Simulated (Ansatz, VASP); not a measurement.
**Ba3Si: VASP beside Ansatz**

INCAR

```
SYSTEM = Ba3Si
PREC = Accurate ; ENCUT = 520
EDIFF = 1E-6 ; ISMEAR = 0
SIGMA = 0.05 ; LREAL = .FALSE.
LASPH = .TRUE. ; NELM = 80
ALGO = Fast ; ISIF = 2
LWAVE = .FALSE. ; LCHARG = .FALSE.
GGA = PE ; NBANDS = 25
```

Contents of KPOINTS:

```
regular mesh
0
G
  6 6 6
  0 0 0
```

POSCAR

```
Ba3Si
1.0
    5.3472251224      0.0000000000      0.0000000000
    0.0000000000      5.3472251224      0.0000000000
    0.0000000000      0.0000000000      5.3472251224
Ba Si
3 1
Direct
    0.0000000000      0.5000000000      0.5000000000
    0.5000000000      0.5000000000      0.0000000000
    0.5000000000      0.0000000000      0.5000000000
    0.0000000000      0.0000000000      0.0000000000
```

Input for Ansatz:

```yaml
crystal:
  lattice:
    - [5.3472251224, 0.0, 0.0]
    - [0.0, 5.3472251224, 0.0]
    - [0.0, 0.0, 5.3472251224]
  atoms:
    - { symbol: Ba, position: [0.0, 0.5, 0.5] }
    - { symbol: Ba, position: [0.5, 0.5, 0.0] }
    - { symbol: Ba, position: [0.5, 0.0, 0.5] }
    - { symbol: Si, position: [0.0, 0.0, 0.0] }
basis:
  ecutwfc: 420
  ecutrho_ratio: 4
kpoints:
  mp_grid: { grid: [6, 6, 6] }
hamiltonian:
  xc: pbe
scf:
  occupations: { method: gaussian, width: 0.05 }
output:
  forces: true
  stress: true
  eigenvalues: true
```

Alike in both runs: task single point; functional PBE; k mesh 6 × 6 × 6; occupations gaussian, width 0.05 eV; no spin polarisation.

|  | VASP | Ansatz |
| --- | --- | --- |
| version | VASP 6.6.1 | Ansatz 0.2.0 |
| potentials or method | VASP PAW PBE potentials, release 64 (Ba_sv, Si), cutoff 520 eV | scalar-relativistic, plane waves, PAW |
| valence electrons in the cell | 34 | 34 |

Ansatz gave:

```
gap on the k mesh at the Fermi level (eV) : none
pressure (GPa)                            : 0.4
```

Task: Which values does VASP return?

Result: gap on the k mesh at the Fermi level (eV): none; pressure (GPa): 0.8.

A gap of «none» marks a metal or a gap that the smearing closes. The functional is the same, so the differences come from potentials, cutoffs and numerics.

Neither program's run includes spin-orbit coupling.
